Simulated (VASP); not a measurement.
Here is a VASP 6.6.1 calculation.

INCAR

```
PREC = Accurate ; ENCUT = 520
EDIFF = 1E-6 ; ISMEAR = -1
SIGMA = 0.05 ; LREAL = Auto
LASPH = True ; NELM = 100
ALGO = Normal ; ISIF = 2
LWAVE = False ; LCHARG = False
NBANDS = 56
```

The input KPOINTS:

```
Automatic mesh
0
Gamma
  2 2 1
```

POSCAR

```
PdC18
1.0
    7.3980000000      0.0000000000      0.0000000000
   -3.6990000000      6.4068560000      0.0000000000
    0.0000000000      0.0000000000     11.0000000000
C Pd
18 1
Direct
   -0.0072798930      0.0008451883      0.0905930000
    0.2153381227      0.1113015495      0.0906440909
   -0.0067969918      0.3336595984      0.0902763636
    0.2129009231      0.4436026032      0.0907237273
   -0.0072842779      0.6660443125      0.0904323636
    0.2154514243      0.7781556195      0.0902756364
    0.3275893345      0.0008896719      0.0903974545
    0.5477825067      0.1109697174      0.0905926364
    0.3250619999      0.3311207556      0.0911988182
    0.5499283248      0.4433730054      0.0914874545
    0.3252066466      0.6682132391      0.0907228182
    0.5498490664      0.7806946184      0.0911974545
    0.6599437711      0.0005125759      0.0906430909
    0.8826071154      0.1109252338      0.0903975455
    0.6600456597      0.3334395217      0.0908668182
    0.8825789405      0.4457707493      0.0904327273
    0.6624628350      0.6684428369      0.0914870909
    0.8825130712      0.7783756963      0.0908667273
    0.4502085313      0.5558823236      0.2594916364
```

Potentials or basis: VASP PAW LDA potentials, release 64 (C, Pd).

Command:

```console
$ cat potpaw_LDA.64/C/POTCAR potpaw_LDA.64/Pd/POTCAR > POTCAR
$ mpirun -np 1 vasp_std > vasp.out
```

(1) What does it give for the largest force?

(2) Predict the band gap on the k mesh.

Results:

(1) 0.073 eV/Å.

(2) 0.32 eV, direct.

Caveat: the k points lie up to 0.49 Å⁻¹ apart.
